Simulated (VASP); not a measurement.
Wanted: the native input for a VASP 6.6.1 run.

```
Task                   : relaxation of cell and atoms
Functional             : r2SCAN
Potentials or basis    : VASP PAW PBE potentials, release 64 (Ti_sv)
Cutoff                 : 600 eV
k mesh                 : 17 × 17 × 17
Occupations            : fermi-dirac, width 0.1 eV
Spin                   : no spin polarisation
Dipole correction      : no
Further INCAR settings : ALGO = Normal; EDIFF = 1e-06; IBRION = 2; EDIFFG = -0.02; NSW = 80; ISIF = 3
```

The system is Ti.

```
Ti
1.0
     2.69000    0.00000    0.00000
     0.00000    2.69000    0.00000
     0.00000    0.00000    2.69000
Ti
1
Direct
  0.00000 0.00000 0.00000
```

This isn't the form of Ti at room conditions, which is hcp.

The input as run:

POSCAR

```
Ti
1.0
    2.6900000000      0.0000000000      0.0000000000
    0.0000000000      2.6900000000      0.0000000000
    0.0000000000      0.0000000000      2.6900000000
Ti
1
Direct
    0.0000000000      0.0000000000      0.0000000000
```

INCAR.step1

```
SYSTEM = Ti
PREC = Accurate
ENCUT = 600
ISMEAR = -1
SIGMA = 0.1
LREAL = .False.
LASPH = .True.
NELM = 80
GGA = PE
ALGO = Normal
EDIFF = 1E-4
LWAVE = .True.
LCHARG = .False.
```

INCAR.step2

```
SYSTEM = Ti
PREC = Accurate
ENCUT = 600
EDIFF = 1E-6
ISMEAR = -1
SIGMA = 0.1
LREAL = .False.
LASPH = .True.
NELM = 80
ALGO = Normal
ISIF = 3
LWAVE = .False.
LCHARG = .False.
METAGGA = R2SCAN
LMIXTAU = .True.
IBRION = 2
NSW = 80
EDIFFG = -0.02
ISTART = 1
```

KPOINTS

```
regular mesh
0
Gamma
  17 17 17
  0 0 0
```

Potentials or basis: VASP PAW PBE potentials, release 64 (Ti_sv).

Launch:

```console
$ cat potpaw_PBE.64/Ti_sv/POTCAR > POTCAR
$ cp INCAR.step1 INCAR
$ mpirun -np 1 vasp_std > vasp.out
$ cp INCAR.step2 INCAR
$ mpirun -np 1 vasp_std > vasp.out
```

Results of the run:

| Property | Result |
| --- | --- |
| Relaxed volume | 18.26 Å³/atom |
| Relaxed cell | a = 2.633 Å, b = 2.633 Å, c = 2.633 Å, α = 90.00°, β = 90.00°, γ = 90.00° |
| Space group after relaxing (to 0.1 Å) | Pm-3m (No. 221) |
| Energy gained by relaxing | 18.5 meV/atom |
| Ionic steps | 6 |
| Pressure after relaxing | -0.1 GPa |
| Band gap on the k mesh | zero (bands 6 and 7 overlap by 2.32 eV) |

Caveat: the PAW data sets were made with another functional, which shifts forces and pressure a little.

It took 2.9 min on 1 thread of Intel(R) Xeon(R) 6975P-C (Granite Rapids), on a shared host, peak memory 0.18 GiB.
